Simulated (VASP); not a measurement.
Write the native input for VASP 6.6.1 that does the following.

```
Task                   : single point
Functional             : r2SCAN
Potentials or basis    : VASP PAW PBE potentials, release 64 (Pt_sv_GW)
Cutoff                 : 550 eV
k mesh                 : 11 × 11 × 6
Occupations            : fermi-dirac, width 0.05 eV
Spin                   : no spin polarisation
Dipole correction      : no
Second run             : valence_matched
Further INCAR settings : ALGO = Normal; EDIFF = 1e-06; NBANDS = 25
```

The system is Pt.

```
CELL_PARAMETERS angstrom
2.81481 0.00000 0.00000
-1.40741 2.43770 0.00000
0.00000 0.00000 4.88612
ATOMIC_POSITIONS crystal
Pt 0.33333 0.66667 0.25000
Pt 0.66667 0.33333 0.75000
```

These files were run (other wordings do the same):

POSCAR

```
Pt
1.0
    2.8148100603      0.0000000000      0.0000000000
   -1.4074050301      2.4376970190      0.0000000000
    0.0000000000      0.0000000000      4.8861212732
Pt
2
Direct
    0.3333333333      0.6666666667      0.2500000000
    0.6666666667      0.3333333333      0.7500000000
```

INCAR.step1

```
PREC = Accurate
ENCUT = 550
ISMEAR = -1
SIGMA = 0.05
LREAL = False
LASPH = True
NELM = 120
NBANDS = 25
GGA = PE
ALGO = Normal
EDIFF = 1E-5
LWAVE = True
LCHARG = False
GGA_COMPAT = False
```

INCAR.step2

```
PREC = Accurate
ENCUT = 550
EDIFF = 1E-6
ISMEAR = -1
SIGMA = 0.05
LREAL = False
LASPH = True
NELM = 120
ALGO = Normal
ISIF = 2
LWAVE = False
LCHARG = False
METAGGA = R2SCAN
LMIXTAU = True
NBANDS = 25
ISTART = 1
GGA_COMPAT = False
```

KPOINTS

```
regular mesh
0
Gamma
  11 11 6
```

Potentials or basis: VASP PAW PBE potentials, release 64 (Pt_sv_GW).

The run is started by

```bash
$ cat potpaw_PBE.64/Pt_sv_GW/POTCAR > POTCAR
$ cp INCAR.step1 INCAR
$ mpirun -np 1 vasp_std > vasp.out
$ cp INCAR.step2 INCAR
$ mpirun -np 1 vasp_std > vasp.out
```

It gave:

```yaml
Pressure: -19.5 GPa
Band_gap_on_the_k_mesh: zero (band 18 reaches 8.98 eV, above the bottom of band 19 at 7.82 eV)
```

Caveat: the PAW data sets were made with another functional, which shifts forces and pressure a little; spin-orbit coupling is left out, which moves the levels of the heavy elements.

Wall time 100 s on 1 thread of Intel(R) Xeon(R) Platinum 8559C (Emerald Rapids), with other jobs on the host, peak memory 0.2 GiB.
